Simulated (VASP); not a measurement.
Mg2Ga2O3: relaxation of cell and atoms with PBE

Crystal: Mg2Ga2O3.

```
Mg Ga O
1.0
     3.05446   -4.81423    0.00000
     3.05446    4.81423    0.00000
     0.00000    0.00000    2.93796
Mg Ga O
2 2 3
Cartesian
  3.0545 -2.1494 1.4690
  3.0545 2.1494 1.4690
  4.7711 0.0000 0.0000
  1.3379 0.0000 0.0000
  1.5272 2.4071 0.0000
  1.5272 -2.4071 0.0000
  3.0545 0.0000 1.4690
```

This cell differs from its parent crystal: atoms taken out.

```yaml
Program: VASP 6.6.1
Task: relaxation of cell and atoms
Functional: PBE
Potentials_or_basis: VASP PAW PBE potentials, release 64 (Mg, Ga_d, O)
Cutoff: 600 eV
k_mesh: 6 × 6 × 10
Occupations: gaussian, width 0.1 eV
Spin: no spin polarisation
Dipole_correction: no
Further_INCAR_settings: ALGO = Normal; EDIFF = 1e-06; IBRION = 2; EDIFFG = -0.01; NSW = 100; ISIF = 3
```

| Quantity | Value |
| --- | --- |
| Relaxed volume | 12.15 Å³/atom |
| Relaxed cell | a = 5.651 Å, b = 5.651 Å, c = 2.944 Å, α = 90.00°, β = 90.00°, γ = 115.17° |
| Space group after relaxing (to 0.1 Å) | Cmmm (No. 65) |
| Energy gained by relaxing | 2.3 meV/atom |
| Ionic steps | 8 |
| Pressure after relaxing | -0.1 GPa |
| Largest force after relaxing | 0.010 eV/Å |
| Band gap on the k mesh | zero (bands 24 and 25 overlap by 2.41 eV) |

Forces in eV/Å, atoms in the order of the input:
```
Mg   0.000 -0.002  0.000
Mg   0.000  0.002  0.000
Ga   0.010  0.000  0.000
Ga  -0.010  0.000  0.000
O    0.000  0.000  0.000
O    0.000  0.000  0.000
O    0.000  0.000  0.000
```

Step by step:
```
step  energy change (eV)  largest force (eV/Å)  pressure (GPa)  volume (Å³)
   1              0.0000                0.2880           -1.03        86.40
   2             -0.0131                0.1576           -0.01        85.41
   3             -0.0145                0.1015            0.28        85.07
   4             -0.0146                0.0856            0.42        84.97
   5             -0.0156                0.0371           -0.18        85.24
   6             -0.0157                0.0192           -0.09        85.19
   7             -0.0161                0.0103           -0.09        85.13
   8             -0.0163                0.0099           -0.06        85.06
```

Final structure:
```
Mg Ga O
1.0
     3.02880   -4.77020    0.00000
     3.02880    4.77020    0.00000
     0.00000    0.00000    2.94364
Mg Ga O
2 2 3
Direct
  0.72399 0.27601 0.50000
  0.27601 0.72399 0.50000
  0.78526 0.78526 0.00000
  0.21474 0.21474 0.00000
  0.00000 0.50000 0.00000
  0.50000 0.00000 0.00000
  0.50000 0.50000 0.50000
```

Levels at points of the mesh, in eV from the Fermi level:
```
           k point  band 21  band 22  band 23  band 24  band 25  band 26  band 27  band 28
(0.00, 0.00, 0.00)    -3.93    -3.72    -3.46     0.24     0.71     2.07     2.78     3.09
(0.50, 0.00, 0.00)    -3.78    -3.71    -3.54    -2.97     1.33     3.62     4.16     4.61
(0.50, 0.50, 0.00)    -3.76    -3.75    -3.12    -0.60    -0.47     1.62     5.21     5.54
(0.00, 0.00, 0.50)    -5.18    -4.00    -3.72    -1.49     0.72     2.59     3.14     4.61
(0.50, 0.00, 0.50)    -4.73    -4.55    -2.74    -0.48     0.67     1.32     2.88     3.97
(0.50, 0.50, 0.50)    -4.59    -3.97    -2.47    -1.57    -1.55     2.03     3.25     4.97
```

Run time: 12 min on 1 thread of Intel(R) Xeon(R) Platinum 8488C (Sapphire Rapids), with other jobs on the host, peak memory 0.39 GiB.

Caveat: the cell differs from its parent crystal (atoms taken out).
